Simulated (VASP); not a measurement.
Set up this calculation in VASP 6.6.1, as the native input.

- Task: single point
- Functional: PBEsol
- Potentials or basis: VASP PAW PBE potentials, release 64 (Sc_sv)
- Cutoff: 520 eV
- k mesh: 20 × 20 × 20
- Occupations: gaussian, width 0.15 eV
- Spin: no spin polarisation
- Dipole correction: no
- Further INCAR settings: ALGO = Fast; EDIFF = 1e-07; NBANDS = 12

The structure of Sc lies in POSCAR:

```
Sc
1.0
    0.0000000000      2.4665502751      1.9239092146
    2.4665502751      0.0000000000      1.9239092146
    2.4665502751      2.4665502751      0.0000000000
Sc
1
Direct
    0.0000000000      0.0000000000      0.0000000000
```

This cell differs from its parent crystal: ratio of the length along z to the lengths across it x 0.78, volume and fractional coordinates fixed.

One way to write it, as run:

INCAR

```
SYSTEM = Sc
  ALGO = Fast
  EDIFF = 1E-7
  ENCUT = 520
  GGA = PS
  ISIF = 2
  ISMEAR = 0
  LASPH = .True.
  LCHARG = .False.
  LREAL = .False.
  LWAVE = .False.
  NBANDS = 12
  NELM = 60
  PREC = Accurate
  SIGMA = 0.15
```

KPOINTS

```
k-points
0
Gamma
  20 20 20
  0 0 0
```

Potentials or basis: VASP PAW PBE potentials, release 64 (Sc_sv).

Launch:

```console
$ cat potpaw_PBE.64/Sc_sv/POTCAR > POTCAR
$ mpirun -np 1 vasp_std > vasp.out
```

It gave:

```json
{"Pressure": "0.9 GPa"}
```

Caveat: the PAW data sets were made with another functional, which shifts forces and pressure a little.

Run time: 5.3 min on 1 thread of AMD EPYC 7R43 64-Core Processor (Zen 3) (shared host), peak memory 0.24 GiB.
